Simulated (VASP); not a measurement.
# KI (Fm-3m) in VASP: a series of runs

Runs on KI. Level: PBE. Tasks: single point, relaxation of cell and atoms.

Everything below comes from runs of VASP 6.6.1. Logs are shortened: lines on timing, memory, paths and dates and some standing lists are left out, and cuts for length are marked.

## 1. The cell of the first run

Symmetry: Fm-3m, No. 225, cubic system. Conventional cell: a = 7.178 Å, b = 7.178 Å, c = 7.178 Å, α = 90.00°, β = 90.00°, γ = 90.00°. Within 4.7 Å of K (site symmetry m-3m) lie 6 I at 3.59 Å. I (site symmetry m-3m) has 6 K at 3.59 Å within 4.7 Å.

## 2. Single point, PBE

Contents of INCAR:

```
SYSTEM = KI
  PREC = Accurate
  ENCUT = 520
  EDIFF = 1E-6
  ISMEAR = 0
  SIGMA = 0.02
  LREAL = .FALSE.
  LASPH = .TRUE.
  NELM = 100
  ALGO = Normal
  ISIF = 2
  LWAVE = .FALSE.
  LCHARG = .FALSE.
  GGA = PE
  NBANDS = 15
```

Contents of KPOINTS:

```
Automatic mesh
0
G
  6 6 6
  0 0 0
```

Contents of POSCAR:

```
KI
1.0
    0.0000000000      3.5890743200      3.5890743200
    3.5890743200      0.0000000000      3.5890743200
    3.5890743200      3.5890743200      0.0000000000
K I
1 1
Direct
    0.0000000000      0.0000000000      0.0000000000
    0.5000000000      0.5000000000      0.5000000000
```

Potentials or basis: VASP PAW PBE potentials, release 64 (K_sv, I).

Run with:

```sh
cat potpaw_PBE.64/K_sv/POTCAR potpaw_PBE.64/I/POTCAR > POTCAR
mpirun -np 1 vasp_std > vasp.out
```

OUTCAR:

```text
SYSTEM = KI
   PREC = Accurate
   ENCUT = 520
   EDIFF = 1E-6
   ISMEAR = 0
   LREAL = .FALSE.
   LASPH = .TRUE.
   NELM = 100
   ISIF = 2
   GGA = PE

 ion  position               nearest neighbor table
   1  0.000  0.000  0.000-   2 3.59   2 3.59   2 3.59   2 3.59   2 3.59   2 3.59
   2  0.500  0.500  0.500-   1 3.59   1 3.59   1 3.59   1 3.59   1 3.59   1 3.59

  LATTYP: Found a face centered cubic cell.
 ALAT       =     7.1781486400

  Lattice vectors:

 A1 = (   0.0000000000,   3.5890743200,   3.5890743200)
 A2 = (   3.5890743200,   0.0000000000,   3.5890743200)
 A3 = (   3.5890743200,   3.5890743200,   0.0000000000)

Analysis of symmetry for initial positions (statically):
=====================================================================
 Subroutine PRICEL returns:
 Original cell was already a primitive cell.

 Routine SETGRP: Setting up the symmetry group for a
 face centered cubic supercell.

 Subroutine GETGRP returns: Found 48 space group operations
 (whereof 48 operations were pure point group operations)
 out of a pool of 48 trial point group operations.

The static configuration has the point symmetry O_h .

Analysis of symmetry for dynamics (positions and initial velocities):
=====================================================================
 Subroutine PRICEL returns:
 Original cell was already a primitive cell.

 Routine SETGRP: Setting up the symmetry group for a
 face centered cubic supercell.

 Subroutine GETGRP returns: Found 48 space group operations
 (whereof 48 operations were pure point group operations)
 out of a pool of 48 trial point group operations.

The dynamic configuration has the point symmetry O_h .

 Subroutine INISYM returns: Found 48 space group operations
 (whereof 48 operations are pure point group operations),
 and found     1 'primitive' translations

----------------------------------------------------------------------------------------

                                     Primitive cell

  volume of cell :      92.4650

  direct lattice vectors                    reciprocal lattice vectors
     0.000000000  3.589074320  3.589074320    -0.139311687  0.139311687  0.139311687
     3.589074320  0.000000000  3.589074320     0.139311687 -0.139311687  0.139311687
     3.589074320  3.589074320  0.000000000     0.139311687  0.139311687 -0.139311687

  length of vectors
     5.075717580  5.075717580  5.075717580     0.241294921  0.241294921  0.241294921

  position of ions in fractional coordinates (direct lattice)
     0.000000000  0.000000000  0.000000000
     0.500000000  0.500000000  0.500000000

  ion indices of the primitive-cell ions
   primitive index   ion index
                 1           1
                 2           2

----------------------------------------------------------------------------------------

 KPOINTS: Automatic mesh

Automatic generation of k-mesh.
 Grid dimensions read from file:
 generate k-points for:    6    6    6

 Generating k-lattice:

  Cartesian coordinates                     Fractional coordinates (reciprocal lattice)
    -0.023218615  0.023218615  0.023218615     0.166666667  0.000000000  0.000000000
     0.023218615 -0.023218615  0.023218615     0.000000000  0.166666667  0.000000000
     0.023218615  0.023218615 -0.023218615     0.000000000  0.000000000  0.166666667

  Length of vectors
     0.040215820  0.040215820  0.040215820

  Shift w.r.t. Gamma in fractional coordinates (k-lattice)
     0.000000000  0.000000000  0.000000000

 Subroutine IBZKPT returns following result:
 ===========================================

 Found     16 irreducible k-points:

 Following reciprocal coordinates:
            Coordinates               Weight
  0.000000  0.000000  0.000000      1.000000
  0.166667  0.000000  0.000000      8.000000
  0.333333  0.000000  0.000000      8.000000
  0.500000  0.000000  0.000000      4.000000
  0.166667  0.166667  0.000000      6.000000
  0.333333  0.166667  0.000000     24.000000
[... 8 lines left out ...]
 -0.333333  0.333333  0.166667     24.000000
 -0.333333  0.500000  0.166667     12.000000
   k-points           NKPTS =     16   k-points in BZ     NKDIM =     16   number of bands    NBANDS=     15
   number of dos      NEDOS =    301   number of ions     NIONS =      2
   total plane-waves  NPLWV =  64000
   dimension x,y,z NGX =    40 NGY =   40 NGZ =   40
   dimension x,y,z NGXF=    80 NGYF=   80 NGZF=   80
   ions per type =               1   1
   NGX,Y,Z   is equivalent  to a cutoff of  13.10, 13.10, 13.10 a.u.
   NGXF,Y,Z  is equivalent  to a cutoff of  26.20, 26.20, 26.20 a.u.
 SYSTEM =  KI
   PREC   = accura    normal or accurate (medium, high low for compatibility)
   ISTART =      0    job   : 0-new  1-cont  2-samecut
   ICHARG =      2    charge: 1-file 2-atom 10-const
   ISPIN  =      1    spin polarized calculation?
   LNONCOLLINEAR =      F non collinear calculations
   LSORBIT =      F    spin-orbit coupling
   LASPH  =      T    aspherical Exc in radial PAW
   ENCUT  =  520.0 eV  38.22 Ry    6.18 a.u.   9.44  9.44  9.44*2*pi/ulx,y,z
   NELM   =    100;   NELMIN=  2; NELMDL= -5     # of ELM steps
   EDIFF  = 0.1E-05   stopping-criterion for ELM
   LREAL  =      F    real-space projection
   EDIFFG = 0.1E-04   stopping-criterion for IOM
   NSW    =      0    number of steps for IOM
   IBRION =     -1    ionic relax: 0-MD 1-quasi-New 2-CG
   NFREE  =      0    steps in history (QN), initial steepest desc. (CG)
   ISIF   =      2    stress and relaxation
   ISYM   =      2    0-nonsym 1-usesym 2-fastsym
   POTIM  = 0.5000    time-step for ionic-motion
   TEBEG  =    0.0;   TEEND  =   0.0 temperature during run
   PSTRESS=    0.0 pullay stress
   NELECT =      16.0000    total number of electrons
   NUPDOWN=      -1.0000    fix difference up-down
   EMIN   =  10.00;   EMAX   =-10.00  energy-range for DOS
   EFERMI =   0.00;   METHOD = LEGACY
   ISMEAR =     0;   SIGMA  =   0.02  broadening in eV -4-tet -1-fermi 0-gaus
   EFERMI_NEDOS =   21; number of points for ismear=-14 and -15
   IALGO  =     38    algorithm
   IMIX   =      4    mixing-type and parameters
     AMIX     =   0.40;   BMIX     =  1.00
     AMIX_MAG =   1.60;   BMIX_MAG =  1.00
  volume/ion in A,a.u.               =      46.23       311.99
  Fermi-wavevector in a.u.,A,eV,Ry     =   0.912268  1.723936 11.323213  0.832233
  Thomas-Fermi vector in A             =   2.036644
   LORBIT       =      0    0 simple, 1 ext, 2 COOP (PROOUT), +10 PAW based schemes
   GGA     = PE    functional components
   LHFCALC =     F    Hartree Fock is set to
   AEXX    =    0.0000 exact exchange contribution
   IVDW    =     0    specifies the selected vdW correction
   LEPSILON=     F    determine dielectric tensor
   LRPA    =     F    only Hartree local field effects (RPA)
 non-spin polarized calculation
 Gauss-broadening in eV      SIGMA  =   0.02
  energy-cutoff  :      520.00
  volume of cell :       92.46
 maximum number of plane-waves:      2523
 NGX is ok and might be reduce to    40
   NGX = 19   NGY = 19   NGZ = 19

 number of electron      16.0000001 magnetization

 Free energy of the ion-electron system (eV)
  ---------------------------------------------------
  ext. energy  EPLUGINS =         0.00000000
  ---------------------------------------------------
  free energy    TOTEN  =        -5.56510397 eV

  energy without entropy =       -5.56510397  energy(sigma->0) =       -5.56510397

 E-fermi :  -0.5072     XC(G=0):  -6.9942

 val. band max:       -0.6534553731   @ k =   0.0000   0.0000   0.0000
 cond. band min:       3.2018973525   @ k =   0.0000   0.0000   0.0000
 fundamental gap:      3.8553527256
 Fermi energy:        -0.5072113479

 k-point     1 :       0.0000    0.0000    0.0000
  band No.  band energies     occupation
      1     -29.2425      2.00000
      2     -12.7243      2.00000
      3     -12.7243      2.00000
      4     -12.7243      2.00000
      5     -11.0879      2.00000
      6      -0.6535      2.00000
      7      -0.6535      2.00000
      8      -0.6535      2.00000
      9       3.2019      0.00000
     10       5.8581      0.00000
     11       5.8581      0.00000
     12       5.8581      0.00000
     13       6.5442      0.00000
     14       6.5442      0.00000
     15       9.0757      0.00000

 k-point     2 :       0.1667    0.0000    0.0000
  band No.  band energies     occupation
      1     -29.2421      2.00000
      2     -12.7541      2.00000
      3     -12.7249      2.00000
      4     -12.7249      2.00000
      5     -11.0309      2.00000
      6      -1.0366      2.00000
      7      -0.7332      2.00000
      8      -0.7332      2.00000
      9       3.7997      0.00000
     10       5.7647      0.00000
     11       6.1356      0.00000
     12       6.1356      0.00000
     13       6.8359      0.00000
     14       6.8359      0.00000
     15       9.8986      0.00000

 k-point     3 :       0.3333    0.0000    0.0000
  band No.  band energies     occupation
      1     -29.2413      2.00000
      2     -12.8089      2.00000
      3     -12.7259      2.00000
      4     -12.7259      2.00000
      5     -10.9202      2.00000
      6      -1.6243      2.00000
      7      -0.8821      2.00000
      8      -0.8821      2.00000
      9       4.6126      0.00000
     10       6.2468      0.00000
     11       6.8018      0.00000
     12       6.8018      0.00000
     13       7.6157      0.00000
     14       7.6157      0.00000
     15       8.8278      0.00000

 k-point     4 :       0.5000    0.0000    0.0000
  band No.  band energies     occupation
      1     -29.2410      2.00000
      2     -12.8344      2.00000
      3     -12.7264      2.00000
      4     -12.7264      2.00000
      5     -10.8661      2.00000
      6      -1.8683      2.00000
      7      -0.9519      2.00000
      8      -0.9519      2.00000
      9       4.8176      0.00000
     10       6.9087      0.00000
     11       7.3925      0.00000
     12       7.3925      0.00000
     13       7.9645      0.00000
     14       7.9645      0.00000
     15       8.3976      0.00000
[... 163 lines left out ...]
 k-point    14 :       0.5000    0.3333    0.1667
  band No.  band energies     occupation
      1     -29.2408      2.00000
      2     -12.7884      2.00000
      3     -12.7403      2.00000
      4     -12.7318      2.00000
      5     -10.9213      2.00000
      6      -1.5649      2.00000
      7      -1.0843      2.00000
      8      -0.9935      2.00000
      9       5.2454      0.00000
     10       5.4636      0.00000
     11       6.5060      0.00000
     12       7.6393      0.00000
     13       7.7866      0.00000
     14       8.0044      0.00000
     15       9.1236      0.00000

 k-point    15 :      -0.3333    0.3333    0.1667
  band No.  band energies     occupation
      1     -29.2406      2.00000
      2     -12.7880      2.00000
      3     -12.7440      2.00000
      4     -12.7362      2.00000
      5     -10.9062      2.00000
      6      -1.5434      2.00000
      7      -1.2402      2.00000
      8      -1.0561      2.00000
      9       5.5645      0.00000
     10       5.9133      0.00000
     11       6.2245      0.00000
     12       7.4578      0.00000
     13       7.9896      0.00000
     14       8.4422      0.00000
     15       9.0698      0.00000

 k-point    16 :      -0.3333    0.5000    0.1667
  band No.  band energies     occupation
      1     -29.2405      2.00000
      2     -12.7562      2.00000
      3     -12.7553      2.00000
      4     -12.7445      2.00000
      5     -10.9307      2.00000
      6      -1.4597      2.00000
      7      -1.1724      2.00000
      8      -1.1496      2.00000
      9       5.0370      0.00000
     10       5.6074      0.00000
     11       6.6651      0.00000
     12       7.4994      0.00000
     13       7.8000      0.00000
     14       8.8647      0.00000
     15       9.2309      0.00000

------------------------ aborting loop because EDIFF is reached ----------------------------------------

  FORCE on cell =-STRESS in cart. coord.  units (eV):
  Direction    XX          YY          ZZ          XY          YZ          ZX
  --------------------------------------------------------------------------------------
  -------------------------------------------------------------------------------------
  Total        0.0263931      0.0263931      0.0263931      0.0000000      0.0000000      0.0000000
  in kB        0.4573240      0.4573240      0.4573240      0.0000000      0.0000000      0.0000000
  external PRESSURE =       0.4573240 kB  Pullay stress =       0.0000000 kB

 VOLUME and BASIS-vectors are now :
 -----------------------------------------------------------------------------
  energy-cutoff  :      520.00
  volume of cell :       92.46
      direct lattice vectors                 reciprocal lattice vectors
     0.000000000  3.589074320  3.589074320    -0.139311687  0.139311687  0.139311687
     3.589074320  0.000000000  3.589074320     0.139311687 -0.139311687  0.139311687
     3.589074320  3.589074320  0.000000000     0.139311687  0.139311687 -0.139311687

 POSITION                                       TOTAL-FORCE (eV/Angst)
 -----------------------------------------------------------------------------------
      0.00000      0.00000      0.00000         0.000000     -0.000000     -0.000000
      3.58907      3.58907      3.58907        -0.000000      0.000000      0.000000
 -----------------------------------------------------------------------------------
    total drift:                                0.000000     -0.000000     -0.000000

  FREE ENERGIE OF THE ION-ELECTRON SYSTEM (eV)
  ---------------------------------------------------
  free  energy   TOTEN  =        -5.5651039678 eV

  energy  without entropy=       -5.5651039678  energy(sigma->0) =       -5.56510397
```

It took 52 s on 1 thread of AMD EPYC 7R13, shared host; peak memory 0.21 GiB.

What came out:

```yaml
Free_energy: -5.5651 eV
Pressure: 0.0 GPa
Band_gap_on_the_k_mesh: 3.86 eV
```

Levels at points of the mesh, in eV from the valence-band top:
```
           k point  band 4  band 5  band 6  band 7  band 8  band 9  band 10  band 11  band 12  band 13
(0.00, 0.00, 0.00)  -12.07  -10.43    0.00    0.00    0.00    3.86     6.51     6.51     6.51     7.20
(0.50, 0.00, 0.00)  -12.07  -10.21   -1.21   -0.30   -0.30    5.47     7.56     8.05     8.05     8.62
(0.50, 0.50, 0.00)  -12.09  -10.31   -0.93   -0.34   -0.34    5.01     5.66     8.04     8.56     8.57
```

Caveat: spin-orbit coupling is left out, which moves the levels of the heavy elements.

## 3. Relaxation of cell and atoms, PBE

This run uses another cell than the first one, of 44.45 Å³/atom.

Contents of INCAR:

```
PREC     = Accurate       # precision mode
ENCUT    = 600            # plane-wave cutoff, eV
EDIFF    = 1E-6           # SCF threshold, eV
ISMEAR   = 0              # smearing method
SIGMA    = 0.02           # smearing width, eV
LREAL    = F              # projectors in reciprocal space
LASPH    = T              # aspherical terms in the spheres
NELM     = 80             # most SCF steps
ALGO     = Normal         # electronic algorithm
ISIF     = 3              # what is computed and relaxed
LWAVE    = F              # write WAVECAR
LCHARG   = F              # write CHGCAR
GGA      = PE             # functional
IBRION   = 2              # ionic algorithm
NSW      = 100            # ionic steps
EDIFFG   = -0.005         # ionic threshold
```

Contents of KPOINTS:

```
Automatic mesh
0
Gamma
  6 6 6
```

Contents of POSCAR:

```
KI
1.0
    0.0000000000      3.5424356157      3.5424356157
    3.5424356157      0.0000000000      3.5424356157
    3.5424356157      3.5424356157      0.0000000000
K I
1 1
Direct
    0.0000000000      0.0000000000      0.0000000000
    0.5000000000      0.5000000000      0.5000000000
```

Potentials or basis: VASP PAW PBE potentials, release 64 (K_sv, I).

Run with:

```sh
cat potpaw_PBE.64/K_sv/POTCAR potpaw_PBE.64/I/POTCAR > POTCAR
mpirun -np 1 vasp_std > vasp.out
```

It took 1.9 min on 1 thread of AMD EPYC 7R13, shared host; peak memory 0.23 GiB.

It converged, with:

* Free energy: -5.5652 eV
* Relaxed volume: 46.44 Å³/atom
* Relaxed cell: a = 5.083 Å, b = 5.083 Å, c = 5.083 Å, α = 60.00°, β = 60.00°, γ = 60.00°
* Space group after relaxing (to 0.1 Å): Fm-3m (No. 225)
* Energy gained by relaxing: 3.0 meV/atom
* Ionic steps: 4
* Pressure after relaxing: 0.0 GPa
* Band gap on the k mesh: 3.85 eV

Step by step:
```csv
step,energy change (eV),largest force (eV/Å),pressure (GPa),volume (Å³)
1,0.0000,0.0000,0.51,88.91
2,-0.0044,0.0000,0.26,90.75
3,-0.0059,0.0000,-0.06,93.35
4,-0.0060,0.0000,0.00,92.88
```

Final structure:
```
K I
1.0
     0.00000    3.59439    3.59439
     3.59439    0.00000    3.59439
     3.59439    3.59439    0.00000
K I
1 1
Cartesian
  0.0000 0.0000 0.0000
  3.5944 3.5944 3.5944
```

Levels at points of the mesh, in eV from the valence-band top:
| k point | band 4 | band 5 | band 6 | band 7 | band 8 | band 9 | band 10 | band 11 | band 12 |
| --- | --- | --- | --- | --- | --- | --- | --- | --- | --- |
| (0.00, 0.00, 0.00) | -12.08 | -10.43 | 0.00 | 0.00 | 0.00 | 3.85 | 6.51 | 6.51 | 6.51 |
| (0.50, 0.00, 0.00) | -12.08 | -10.21 | -1.21 | -0.30 | -0.30 | 5.47 | 7.55 | 8.04 | 8.04 |
| (0.50, 0.50, 0.00) | -12.09 | -10.31 | -0.92 | -0.34 | -0.34 | 5.01 | 5.65 | 8.04 | 8.55 |

Caveat: spin-orbit coupling is left out, which moves the levels of the heavy elements.
